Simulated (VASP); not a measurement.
# Ta (Im-3m) in VASP: single point with PBE

Aim: the single point of Ta with PBE.

Everything below comes from runs of VASP 6.6.1. Logs are shortened: lines on timing, memory, paths and dates and some standing lists are left out, and cuts for length are marked.

### Step 1. The cell of the first run

It takes space group Im-3m (No. 229, cubic). Conventional cell: a = 3.303 Å, b = 3.303 Å, c = 3.303 Å, α = 90.00°, β = 90.00°, γ = 90.00°. Within 3.8 Å of Ta (site symmetry m-3m) lie 14 Ta at 2.86 to 3.30 Å.

### Step 2. Single point, PBE

The input, INCAR:

```
SYSTEM = Ta
PREC = Accurate
ENCUT = 520
EDIFF = 1E-6
ISMEAR = 0
SIGMA = 0.15
LREAL = .FALSE.
LASPH = .TRUE.
NELM = 60
ALGO = Fast
ISIF = 2
LWAVE = .FALSE.
LCHARG = .FALSE.
GGA = PE
NBANDS = 30
```

The input, KPOINTS:

```
regular mesh
0
G
  17 17 5
  0 0 0
```

The input, POSCAR:

```
Ta
1.0
   -1.6512800000      1.6512800000     -1.6512800000
   -1.6512800000     -1.6512800000      1.6512800000
    0.0000000000      6.6051200000      6.6051200000
Ta
4
Direct
    0.0000000000      0.0000000000      0.0000000000
    0.5000000000      0.5000000000      0.2500000000
    0.0000000000      0.0000000000      0.5000000000
    0.5000000000      0.5000000000      0.7500000000
```

Potentials or basis: VASP PAW PBE potentials, release 64 (Ta_pv).

The run is started by

```sh
cat potpaw_PBE.64/Ta_pv/POTCAR > POTCAR
mpirun -np 1 vasp_std > vasp.out
```

OUTCAR:

```text
SYSTEM = Ta
   PREC = Accurate
   ENCUT = 520
   EDIFF = 1E-6
   ISMEAR = 0
   LREAL = .FALSE.
   LASPH = .TRUE.
   NELM = 60
   ISIF = 2
   GGA = PE

 ion  position               nearest neighbor table
   1  0.000  0.000  0.000-   2 2.86   4 2.86   2 2.86   4 2.86   2 3.30   4 3.30   2 3.30   4 3.30

   2  0.500  0.500  0.250-   1 2.86   3 2.86   1 2.86   3 2.86   1 3.30   3 3.30   1 3.30   3 3.30

   3  0.000  0.000  0.500-   2 2.86   4 2.86   2 2.86   4 2.86   2 3.30   4 3.30   2 3.30   4 3.30

   4  0.500  0.500  0.750-   1 2.86   3 2.86   1 2.86   3 2.86   1 3.30   3 3.30   1 3.30   3 3.30

  LATTYP: Found a base centered orthorhombic cell.
 ALAT       =     3.3025600000
 B/A-ratio  =     1.4142135624
 C/A-ratio  =     2.8284271247

  Lattice vectors:

 A1 = (  -1.6512800000,   1.6512800000,  -1.6512800000)
 A2 = (  -1.6512800000,  -1.6512800000,   1.6512800000)
 A3 = (   0.0000000000,   6.6051200000,   6.6051200000)

Analysis of symmetry for initial positions (statically):
=====================================================================
 Subroutine PRICEL returns following result:

  LATTYP: Found a body centered cubic cell.
 ALAT       =     3.3025600000

  Lattice vectors:

 A1 = (   1.6512800000,   1.6512800000,  -1.6512800000)
 A2 = (  -1.6512800000,  -1.6512800000,  -1.6512800000)
 A3 = (  -1.6512800000,   1.6512800000,   1.6512800000)

   4 primitive cells build up your supercell.

 Routine SETGRP: Setting up the symmetry group for a
 base centered orthorhombic supercell.

 Subroutine GETGRP returns: Found  8 space group operations
 (whereof  8 operations were pure point group operations)
 out of a pool of  8 trial point group operations.

The static configuration has the point symmetry D_2h.

Analysis of symmetry for dynamics (positions and initial velocities):
=====================================================================
 Subroutine PRICEL returns following result:

  LATTYP: Found a body centered cubic cell.
 ALAT       =     3.3025600000

  Lattice vectors:

 A1 = (   1.6512800000,   1.6512800000,  -1.6512800000)
 A2 = (  -1.6512800000,  -1.6512800000,  -1.6512800000)
 A3 = (  -1.6512800000,   1.6512800000,   1.6512800000)

   4 primitive cells build up your supercell.

 Routine SETGRP: Setting up the symmetry group for a
 base centered orthorhombic supercell.

 Subroutine GETGRP returns: Found  8 space group operations
 (whereof  8 operations were pure point group operations)
 out of a pool of  8 trial point group operations.

[... 98 lines left out ...]
   EDIFF  = 0.1E-05   stopping-criterion for ELM
   LREAL  =      F    real-space projection
   EDIFFG = 0.1E-04   stopping-criterion for IOM
   NSW    =      0    number of steps for IOM
   IBRION =     -1    ionic relax: 0-MD 1-quasi-New 2-CG
   NFREE  =      0    steps in history (QN), initial steepest desc. (CG)
   ISIF   =      2    stress and relaxation
   ISYM   =      2    0-nonsym 1-usesym 2-fastsym
   POTIM  = 0.5000    time-step for ionic-motion
   TEBEG  =    0.0;   TEEND  =   0.0 temperature during run
   PSTRESS=    0.0 pullay stress
   NELECT =      44.0000    total number of electrons
   NUPDOWN=      -1.0000    fix difference up-down
   EMIN   =  10.00;   EMAX   =-10.00  energy-range for DOS
   EFERMI =   0.00;   METHOD = LEGACY
   ISMEAR =     0;   SIGMA  =   0.15  broadening in eV -4-tet -1-fermi 0-gaus
   EFERMI_NEDOS =   21; number of points for ismear=-14 and -15
   IALGO  =     68    algorithm
   IMIX   =      4    mixing-type and parameters
     AMIX     =   0.40;   BMIX     =  1.00
     AMIX_MAG =   1.60;   BMIX_MAG =  1.00
  volume/ion in A,a.u.               =      18.01       121.54
  Fermi-wavevector in a.u.,A,eV,Ry     =   1.388988  2.624806 26.249534  1.929286
  Thomas-Fermi vector in A             =   2.513061
   LORBIT       =      0    0 simple, 1 ext, 2 COOP (PROOUT), +10 PAW based schemes
   GGA     = PE    functional components
   LHFCALC =     F    Hartree Fock is set to
   AEXX    =    0.0000 exact exchange contribution
   IVDW    =     0    specifies the selected vdW correction
   LEPSILON=     F    determine dielectric tensor
   LRPA    =     F    only Hartree local field effects (RPA)
 non-spin polarized calculation
 RMM-DIIS sequential band-by-band and
 Gauss-broadening in eV      SIGMA  =   0.15
  energy-cutoff  :      520.00
  volume of cell :       72.04
 maximum number of plane-waves:      1965
 NGX is ok and might be reduce to    24
   NGX = 11   NGY = 11   NGZ = 35

 number of electron      43.9999997 magnetization

 Free energy of the ion-electron system (eV)
  ---------------------------------------------------
  ext. energy  EPLUGINS =         0.00000000
  ---------------------------------------------------
  free energy    TOTEN  =       -47.26954671 eV

  energy without entropy =      -47.20950050  energy(sigma->0) =      -47.23952361

 E-fermi :   5.4874     XC(G=0): -12.6185

 val. band max:        5.4863851646   @ k =  -0.2353   0.1765   0.0000
 cond. band min:       5.4876731880   @ k =   0.2941   0.2353   0.4000
 fundamental gap:      0.0012880234
 Fermi energy:         5.4874237277

 k-point     1 :       0.0000    0.0000    0.0000
  band No.  band energies     occupation
      1     -28.7587      2.00000
      2     -28.1974      2.00000
      3     -28.1974      2.00000
      4     -27.9641      2.00000
      5     -27.7775      2.00000
      6     -27.7775      2.00000
[... 781 lines left out ...]
     29       8.8902      0.00000
     30       9.0047      0.00000

 [... further k-points ...]

------------------------ aborting loop because EDIFF is reached ----------------------------------------

  FORCE on cell =-STRESS in cart. coord.  units (eV):
  Direction    XX          YY          ZZ          XY          YZ          ZX
  --------------------------------------------------------------------------------------
  -------------------------------------------------------------------------------------
  Total        1.4501466      1.4284836      1.4284836      0.0000000     -0.0330679      0.0000000
  in kB       32.2507895     31.7690102     31.7690102      0.0000000     -0.7354200      0.0000000
  external PRESSURE =      31.9296033 kB  Pullay stress =       0.0000000 kB

 VOLUME and BASIS-vectors are now :
 -----------------------------------------------------------------------------
  energy-cutoff  :      520.00
  volume of cell :       72.04
      direct lattice vectors                 reciprocal lattice vectors
    -1.651280000  1.651280000 -1.651280000    -0.302795407  0.151397704 -0.151397704
    -1.651280000 -1.651280000  1.651280000    -0.302795407 -0.151397704  0.151397704
     0.000000000  6.605120000  6.605120000     0.000000000  0.075698852  0.075698852

 POSITION                                       TOTAL-FORCE (eV/Angst)
 -----------------------------------------------------------------------------------
      0.00000      0.00000      0.00000         0.000000     -0.000000      0.000000
     -1.65128      1.65128      1.65128         0.000000      0.000000     -0.000000
      0.00000      3.30256      3.30256         0.000000      0.000000      0.000000
     -1.65128      4.95384      4.95384        -0.000000     -0.000000     -0.000000
 -----------------------------------------------------------------------------------
    total drift:                               -0.000000      0.000000     -0.000000

  FREE ENERGIE OF THE ION-ELECTRON SYSTEM (eV)
  ---------------------------------------------------
  free  energy   TOTEN  =       -47.2695467144 eV

  energy  without entropy=      -47.2095004973  energy(sigma->0) =      -47.23952361
```

OSZICAR:

```text
N       E                     dE             d eps       ncg     rms          rms(c)
DAV:   1     0.417921250685E+03    0.41792E+03   -0.24475E+04 14620   0.152E+03
DAV:   2    -0.327293798657E+02   -0.45065E+03   -0.43985E+03 16068   0.449E+02
DAV:   3    -0.488123711968E+02   -0.16083E+02   -0.15522E+02 18580   0.765E+01
DAV:   4    -0.491055173469E+02   -0.29315E+00   -0.29107E+00 17702   0.945E+00
DAV:   5    -0.491120305051E+02   -0.65132E-02   -0.65080E-02 18026   0.116E+00    0.270E+01
RMM:   6    -0.476887025652E+02    0.14233E+01   -0.14596E+00 14756   0.777E+00    0.131E+01
RMM:   7    -0.472608951932E+02    0.42781E+00   -0.18898E+00 15606   0.802E+00    0.703E-01
RMM:   8    -0.472661376351E+02   -0.52424E-02   -0.12516E-01 17221   0.196E+00    0.735E-01
RMM:   9    -0.472706789973E+02   -0.45414E-02   -0.40157E-02 18202   0.879E-01    0.525E-01
RMM:  10    -0.472696234961E+02    0.10555E-02   -0.12775E-02 16473   0.693E-01    0.276E-01
RMM:  11    -0.472695058874E+02    0.11761E-03   -0.19766E-03 18626   0.252E-01    0.233E-02
RMM:  12    -0.472695449881E+02   -0.39101E-04   -0.37883E-04 19834   0.905E-02    0.341E-02
RMM:  13    -0.472695461207E+02   -0.11326E-05   -0.58569E-05 18226   0.451E-02    0.103E-02
RMM:  14    -0.472695464672E+02   -0.34651E-06   -0.13622E-05 17975   0.207E-02    0.410E-03
RMM:  15    -0.472695467144E+02   -0.24726E-06   -0.30897E-06 13751   0.884E-03
   1 F= -.47269547E+02 E0= -.47239524E+02  d E =-.600462E-01
```

It took 3.9 min on 1 thread of Intel Xeon 6975P-C (Granite Rapids), shared host; peak memory 0.47 GiB.

What came out:

* Free energy: -47.2695 eV
* Pressure: 3.2 GPa
* Band gap on the k mesh: zero (bands 22 and 23 overlap by 1.99 eV)

Caveat: the cell stands under pressure; spin-orbit coupling is left out, which moves the levels of the heavy elements.
